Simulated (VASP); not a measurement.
# Mg27O26 (a cell with a defect) in VASP: single point with PBE

Aim: the single point of Mg27O26 (a cell with a defect) with PBE.

Everything below comes from runs of VASP 6.6.1. Logs are shortened: lines on timing, memory, paths and dates and some standing lists are left out, and cuts for length are marked.

### Step 1. The cell of the first run

The cell holds a defect, 53 atoms: a = 8.564 Å, b = 8.564 Å, c = 8.564 Å, α = 60.00°, β = 60.00°, γ = 60.00°.

### Step 2. Single point, PBE (atoms taken out, then relaxed in part)

INCAR reads:

```
ALGO = Normal
EDIFF = 1E-7
ENCUT = 520
GGA = PE
ISIF = 2
ISMEAR = -1
LASPH = True
LCHARG = True
LELF = True
LREAL = Auto
LVHAR = True
LWAVE = False
NBANDS = 137
NELM = 60
PREC = Accurate
SIGMA = 0.01
```

KPOINTS reads:

```
k-points
0
Gamma
  3 3 3
```

POSCAR reads:

```
Mg27O26
1.0
    0.0000000000      6.0555000000      6.0555000000
    6.0555000000      0.0000000000      6.0555000000
    6.0555000000      6.0555000000      0.0000000000
Mg O
27 26
Direct
    0.0000176760      0.0000176760      0.0000176760
    0.0015653947      0.0015653947      0.3317679387
    0.0000176760      0.0000176760      0.6666136386
    0.0015653947      0.3317679387      0.0015653947
    0.0015653947      0.3317679387      0.3317679387
   -0.0002849855      0.3336183189      0.6666666667
    0.0000176760      0.6666136386      0.0000176760
   -0.0002849855      0.6666666667      0.3336183189
   -0.0002849855      0.6666666667      0.6666666667
    0.3317679387      0.0015653947      0.0015653947
    0.3317679387      0.0015653947      0.3317679387
    0.3336183189     -0.0002849855      0.6666666667
    0.3317679387      0.3317679387      0.0015653947
    0.3333156573      0.3333156573      0.3333156573
    0.3333156573      0.3333156573      0.6667196948
    0.3336183189      0.6666666667     -0.0002849855
    0.3333156573      0.6667196948      0.3333156573
    0.3336183189      0.6666666667      0.6666666667
    0.6666136386      0.0000176760      0.0000176760
    0.6666666667     -0.0002849855      0.3336183189
    0.6666666667     -0.0002849855      0.6666666667
    0.6666666667      0.3336183189     -0.0002849855
    0.6667196948      0.3333156573      0.3333156573
    0.6666666667      0.3336183189      0.6666666667
    0.6666666667      0.6666666667     -0.0002849855
    0.6666666667      0.6666666667      0.3336183189
    0.6666666667      0.6666666667      0.6666666667
    0.1666666667      0.1666666667      0.5001262239
    0.1666666667      0.1666666667      0.8332071095
    0.1666666667      0.5001262239      0.1666666667
    0.1666872793      0.4999931291      0.4999931291
    0.1666666667      0.5001262239      0.8332071095
    0.1666666667      0.8332071095      0.1666666667
    0.1666666667      0.8332071095      0.5001262239
    0.1666460541      0.8333402042      0.8333402042
    0.5001262239      0.1666666667      0.1666666667
    0.4999931291      0.1666872793      0.4999931291
    0.5001262239      0.1666666667      0.8332071095
    0.4999931291      0.4999931291      0.1666872793
    0.4999931291      0.4999931291      0.4999931291
    0.4997338104      0.4997338104      0.8335995230
    0.5001262239      0.8332071095      0.1666666667
    0.4997338104      0.8335995230      0.4997338104
    0.4997338104      0.8335995230      0.8335995230
    0.8332071095      0.1666666667      0.1666666667
    0.8332071095      0.1666666667      0.5001262239
    0.8333402042      0.1666460541      0.8333402042
    0.8332071095      0.5001262239      0.1666666667
    0.8335995230      0.4997338104      0.4997338104
    0.8335995230      0.4997338104      0.8335995230
    0.8333402042      0.8333402042      0.1666460541
    0.8335995230      0.8335995230      0.4997338104
    0.8333402042      0.8333402042      0.8333402042
```

Potentials or basis: VASP PAW PBE potentials, release 64 (Mg, O).

On the command line:

```
cat potpaw_PBE.64/Mg/POTCAR potpaw_PBE.64/O/POTCAR > POTCAR
mpirun -np 1 vasp_std > vasp.out
```

OUTCAR:

```text
EDIFF = 1E-7
   ENCUT = 520
   GGA = PE
   ISIF = 2
   ISMEAR = -1
   LASPH = True
   LREAL = Auto
   NELM = 60
   PREC = Accurate

 ion  position               nearest neighbor table
   1  0.000  0.000  0.000-  29 2.02  33 2.02  45 2.02  35 2.02  47 2.02  51 2.02   2 2.85   4 2.85
                            10 2.85   7 2.86   3 2.86  19 2.86   6 2.86  12 2.86  16 2.86   8 2.86
   2  0.002  0.002  0.332-  33 2.02  45 2.02  34 2.02  46 2.02  52 2.03   5 2.83  10 2.83  11 2.83
                             4 2.83   3 2.85  23 2.85  17 2.85   1 2.85   8 2.87  20 2.87   9 2.87
   3  0.000  0.000  0.667-  34 2.02  46 2.02  28 2.02  53 2.02  47 2.02  35 2.02   2 2.85   5 2.85
                            11 2.85   7 2.86   1 2.86  19 2.86   9 2.86  21 2.86  18 2.86  24 2.86
   4  0.002  0.332  0.002-  29 2.02  45 2.02  32 2.02  48 2.02  50 2.03   5 2.83  10 2.83  13 2.83
                             2 2.83   7 2.85  23 2.85  15 2.85   1 2.85   6 2.87  22 2.87  25 2.87
   5  0.002  0.332  0.332-  46 2.02  48 2.02  28 2.02  30 2.02  49 2.03   4 2.83  11 2.83  13 2.83
                             2 2.83  14 2.85  23 2.85   7 2.85   3 2.85  26 2.87  24 2.87   8 2.87
   6  1.000  0.334  0.667-  50 2.02  49 2.02  31 2.02  47 2.02  28 2.02  29 2.02  22 2.85  24 2.85
                            27 2.85   9 2.85   8 2.85  15 2.86   1 2.86  14 2.86   3 2.86  12 2.86
   7  0.000  0.667  0.000-  32 2.02  48 2.02  30 2.02  53 2.02  51 2.02  35 2.02   4 2.85  13 2.85
                             5 2.85   3 2.86   1 2.86  19 2.86   9 2.86  25 2.86  18 2.86  26 2.86
   8  1.000  0.667  0.334-  52 2.02  49 2.02  31 2.02  51 2.02  33 2.02  30 2.02  20 2.85  26 2.85
                            27 2.85   9 2.85   6 2.85  17 2.86   1 2.86  14 2.86   7 2.86  16 2.86
   9  1.000  0.667  0.667-  50 2.02  52 2.02  53 2.02  31 2.02  34 2.02  32 2.02  21 2.85  25 2.85
[... 61 lines left out ...]
  52  0.834  0.834  0.500-   8 2.02  20 2.02   9 2.02  21 2.02  27 2.02   2 2.03
  53  0.833  0.833  0.833-   9 2.02  21 2.02  25 2.02  19 2.02   7 2.02   3 2.02

  LATTYP: Found a face centered cubic cell.
 ALAT       =    12.1110000000

  Lattice vectors:

 A1 = (   0.0000000000,   6.0555000000,   6.0555000000)
 A2 = (   6.0555000000,   0.0000000000,   6.0555000000)
 A3 = (   6.0555000000,   6.0555000000,   0.0000000000)

Analysis of symmetry for initial positions (statically):
=====================================================================
 Subroutine PRICEL returns:
 Original cell was already a primitive cell.

 Routine SETGRP: Setting up the symmetry group for a
 face centered cubic supercell.

 Subroutine GETGRP returns: Found 48 space group operations
 (whereof  6 operations were pure point group operations)
 out of a pool of 48 trial point group operations.

The static configuration has the point symmetry C_3v.
 The point group associated with its full space group is O_h .

Analysis of symmetry for dynamics (positions and initial velocities):
=====================================================================
 Subroutine PRICEL returns:
 Original cell was already a primitive cell.

 Routine SETGRP: Setting up the symmetry group for a
 face centered cubic supercell.

 Subroutine GETGRP returns: Found 48 space group operations
 (whereof  6 operations were pure point group operations)
 out of a pool of 48 trial point group operations.

The dynamic configuration has the point symmetry C_3v.
 The point group associated with its full space group is O_h .

 Subroutine INISYM returns: Found 48 space group operations
 (whereof  6 operations are pure point group operations),
 and found     1 'primitive' translations

----------------------------------------------------------------------------------------

                                     Primitive cell

  volume of cell :     444.0992

  direct lattice vectors                    reciprocal lattice vectors
     0.000000000  6.055500000  6.055500000    -0.082569565  0.082569565  0.082569565
     6.055500000  0.000000000  6.055500000     0.082569565 -0.082569565  0.082569565
     6.055500000  6.055500000  0.000000000     0.082569565  0.082569565 -0.082569565

  length of vectors
     8.563770227  8.563770227  8.563770227     0.143014681  0.143014681  0.143014681

  position of ions in fractional coordinates (direct lattice)
     0.000017676  0.000017676  0.000017676
     0.001565395  0.001565395  0.331767939
     0.000017676  0.000017676  0.666613639
     0.001565395  0.331767939  0.001565395
     0.001565395  0.331767939  0.331767939
     0.999715014  0.333618319  0.666666667
[... 45 lines left out ...]
     0.833599523  0.833599523  0.499733810
     0.833340204  0.833340204  0.833340204

  ion indices of the primitive-cell ions
   primitive index   ion index
                 1           1
                 2           2
                 3           3
                 4           4
                 5           5
                 6           6
[... 45 lines left out ...]
                52          52
                53          53

----------------------------------------------------------------------------------------

 KPOINTS: k-points

Automatic generation of k-mesh.
 Grid dimensions read from file:
 generate k-points for:    3    3    3

 Generating k-lattice:

  Cartesian coordinates                     Fractional coordinates (reciprocal lattice)
    -0.027523188  0.027523188  0.027523188     0.333333333  0.000000000  0.000000000
     0.027523188 -0.027523188  0.027523188     0.000000000  0.333333333  0.000000000
     0.027523188  0.027523188 -0.027523188     0.000000000  0.000000000  0.333333333

  Length of vectors
     0.047671560  0.047671560  0.047671560

  Shift w.r.t. Gamma in fractional coordinates (k-lattice)
     0.000000000  0.000000000  0.000000000

 Subroutine IBZKPT returns following result:
 ===========================================

 Found      4 irreducible k-points:

 Following reciprocal coordinates:
            Coordinates               Weight
  0.000000  0.000000  0.000000      1.000000
  0.333333  0.000000  0.000000      8.000000
  0.333333  0.333333  0.000000      6.000000
 -0.333333  0.333333  0.000000     12.000000
   k-points           NKPTS =      4   k-points in BZ     NKDIM =      4   number of bands    NBANDS=    137
   number of dos      NEDOS =    301   number of ions     NIONS =     53
   total plane-waves  NPLWV = 262144
   dimension x,y,z NGX =    64 NGY =   64 NGZ =   64
   dimension x,y,z NGXF=   128 NGYF=  128 NGZF=  128
   ions per type =              27  26
   NGX,Y,Z   is equivalent  to a cutoff of  12.42, 12.42, 12.42 a.u.
   NGXF,Y,Z  is equivalent  to a cutoff of  24.85, 24.85, 24.85 a.u.
 SYSTEM =  unknown system
   PREC   = accura    normal or accurate (medium, high low for compatibility)
   ISTART =      0    job   : 0-new  1-cont  2-samecut
   ICHARG =      2    charge: 1-file 2-atom 10-const
   ISPIN  =      1    spin polarized calculation?
   LNONCOLLINEAR =      F non collinear calculations
   LSORBIT =      F    spin-orbit coupling
   LASPH  =      T    aspherical Exc in radial PAW
   ENCUT  =  520.0 eV  38.22 Ry    6.18 a.u.  15.92 15.92 15.92*2*pi/ulx,y,z
   NELM   =     60;   NELMIN=  2; NELMDL= -5     # of ELM steps
   EDIFF  = 0.1E-06   stopping-criterion for ELM
   LREAL  =      T    real-space projection
   EDIFFG = 0.1E-05   stopping-criterion for IOM
   NSW    =      0    number of steps for IOM
   IBRION =     -1    ionic relax: 0-MD 1-quasi-New 2-CG
   NFREE  =      0    steps in history (QN), initial steepest desc. (CG)
   ISIF   =      2    stress and relaxation
   ISYM   =      2    0-nonsym 1-usesym 2-fastsym
   POTIM  = 0.5000    time-step for ionic-motion
   TEBEG  =    0.0;   TEEND  =   0.0 temperature during run
   PSTRESS=    0.0 pullay stress
   NELECT =     210.0000    total number of electrons
   NUPDOWN=      -1.0000    fix difference up-down
   EMIN   =  10.00;   EMAX   =-10.00  energy-range for DOS
   EFERMI =   0.00;   METHOD = LEGACY
   ISMEAR =    -1;   SIGMA  =   0.01  broadening in eV -4-tet -1-fermi 0-gaus
   EFERMI_NEDOS =   21; number of points for ismear=-14 and -15
   IALGO  =     38    algorithm
   IMIX   =      4    mixing-type and parameters
     AMIX     =   0.40;   BMIX     =  1.00
     AMIX_MAG =   1.60;   BMIX_MAG =  1.00
  volume/ion in A,a.u.               =       8.38        56.55
  Fermi-wavevector in a.u.,A,eV,Ry     =   1.275424  2.410202 22.132684  1.626706
  Thomas-Fermi vector in A             =   2.408137
   LORBIT       =      0    0 simple, 1 ext, 2 COOP (PROOUT), +10 PAW based schemes
   GGA     = PE    functional components
   LHFCALC =     F    Hartree Fock is set to
   AEXX    =    0.0000 exact exchange contribution
   IVDW    =     0    specifies the selected vdW correction
   LEPSILON=     F    determine dielectric tensor
   LRPA    =     F    only Hartree local field effects (RPA)
 non-spin polarized calculation
  energy-cutoff  :      520.00
  volume of cell :      444.10
 maximum number of plane-waves:     12039
   NGX = 31   NGY = 31   NGZ = 31

 number of electron     210.0000000 magnetization

 Free energy of the ion-electron system (eV)
  ---------------------------------------------------
  ext. energy  EPLUGINS =         0.00000000
  ---------------------------------------------------
  free energy    TOTEN  =      -303.44294296 eV

  energy without entropy =     -303.44294296  energy(sigma->0) =     -303.44294296

 E-fermi :   7.0039     XC(G=0): -11.6231

 val. band max:        6.7161874424   @ k =  -0.3333   0.3333   0.0000
 cond. band min:      10.5770400250   @ k =   0.0000   0.0000   0.0000
 fundamental gap:      3.8608525826
 Fermi energy:         7.0039494343

 k-point     1 :       0.0000    0.0000    0.0000
  band No.  band energies     occupation
      1     -13.8355      2.00000
      2     -12.7362      2.00000
      3     -12.7362      2.00000
      4     -12.7362      2.00000
      5     -12.7199      2.00000
      6     -12.7199      2.00000
[... 469 lines left out ...]
    116      13.8307      0.00000
    117      14.3035      0.00000
 [bands above 117 left out]

------------------------ aborting loop because EDIFF is reached ----------------------------------------

  FORCE on cell =-STRESS in cart. coord.  units (eV):
  Direction    XX          YY          ZZ          XY          YZ          ZX
  --------------------------------------------------------------------------------------
  -------------------------------------------------------------------------------------
  Total       87.2145159     87.2145159     87.2145159     -0.0000000     -0.0000000     -0.0000000
  in kB      314.6439140    314.6439140    314.6439140     -0.0000000     -0.0000000     -0.0000000
  external PRESSURE =     314.6439140 kB  Pullay stress =       0.0000000 kB

 VOLUME and BASIS-vectors are now :
 -----------------------------------------------------------------------------
  energy-cutoff  :      520.00
  volume of cell :      444.10
      direct lattice vectors                 reciprocal lattice vectors
     0.000000000  6.055500000  6.055500000    -0.082569565  0.082569565  0.082569565
     6.055500000  0.000000000  6.055500000     0.082569565 -0.082569565  0.082569565
     6.055500000  6.055500000  0.000000000     0.082569565  0.082569565 -0.082569565

 POSITION                                       TOTAL-FORCE (eV/Angst)
 -----------------------------------------------------------------------------------
      0.00021      0.00021      0.00021        -0.000070     -0.000070     -0.000070
      2.01850      2.01850      0.01896         0.000000     -0.000000     -0.009889
      4.03679      4.03679      0.00021         0.000070      0.000070     -0.000070
      2.01850      0.01896      2.01850         0.000000     -0.009889     -0.000000
      4.01804      2.01850      2.01850         0.009889     -0.000000     -0.000000
      6.05723     10.09077      8.07400         0.000453     -0.000453     -0.000000
[... 45 lines left out ...]
      8.07400      8.07400     10.09572         0.000000     -0.000000      0.005784
     10.09258     10.09258     10.09258         0.000802      0.000802      0.000802
 -----------------------------------------------------------------------------------
    total drift:                               -0.000022     -0.000024     -0.000022

  FREE ENERGIE OF THE ION-ELECTRON SYSTEM (eV)
  ---------------------------------------------------
  free  energy   TOTEN  =      -303.4429429649 eV

  energy  without entropy=     -303.4429429649  energy(sigma->0) =     -303.44294296
```

It took 11 min on 1 thread of Intel Xeon Platinum 8259CL at 2.50GHz (Skylake/Cascade Lake), shared host; peak memory 0.63 GiB.

Results:

| Item | Value |
| --- | --- |
| Free energy | -303.4429 eV |
| Pressure | 31.5 GPa |
| Largest force | 0.010 eV/Å |
| Band gap on the k mesh | 3.86 eV |

Forces on the atoms (eV/Å):
```
Mg   0.000  0.000  0.000
Mg   0.000  0.000 -0.010
Mg   0.000  0.000  0.000
Mg   0.000 -0.010  0.000
Mg   0.010  0.000  0.000
Mg   0.000  0.000  0.000
Mg   0.000  0.000  0.000
Mg   0.000  0.000  0.000
Mg   0.000  0.000  0.000
Mg  -0.010  0.000  0.000
Mg   0.000  0.010  0.000
Mg   0.000  0.000  0.000
Mg   0.000  0.000  0.010
Mg   0.000  0.000  0.000
Mg   0.000  0.000  0.000
Mg   0.000  0.000  0.000
Mg   0.000  0.000  0.000
Mg   0.000  0.000  0.000
Mg   0.000  0.000  0.000
Mg   0.000  0.000  0.000
Mg   0.000  0.000  0.000
Mg   0.000  0.000  0.000
Mg   0.000  0.000  0.000
Mg   0.000  0.000  0.000
Mg   0.000  0.000  0.000
Mg   0.000  0.000  0.000
Mg   0.000  0.000  0.000
O    0.000  0.000  0.000
O    0.000  0.000  0.000
O    0.000  0.000  0.000
O   -0.001  0.001  0.001
O    0.000  0.000  0.000
O    0.000  0.000  0.000
O    0.000  0.000  0.000
O    0.001 -0.001 -0.001
O    0.000  0.000  0.000
O    0.001 -0.001  0.001
O    0.000  0.000  0.000
O    0.001  0.001 -0.001
O   -0.001 -0.001 -0.001
O    0.000  0.000 -0.006
O    0.000  0.000  0.000
O    0.000 -0.006  0.000
O    0.006  0.000  0.000
O    0.000  0.000  0.000
O    0.000  0.000  0.000
O   -0.001  0.001 -0.001
O    0.000  0.000  0.000
O   -0.006  0.000  0.000
O    0.000  0.006  0.000
O   -0.001 -0.001  0.001
O    0.000  0.000  0.006
O    0.001  0.001  0.001
```

Caveat: the cell differs from its parent crystal (atoms taken out, then relaxed in part).
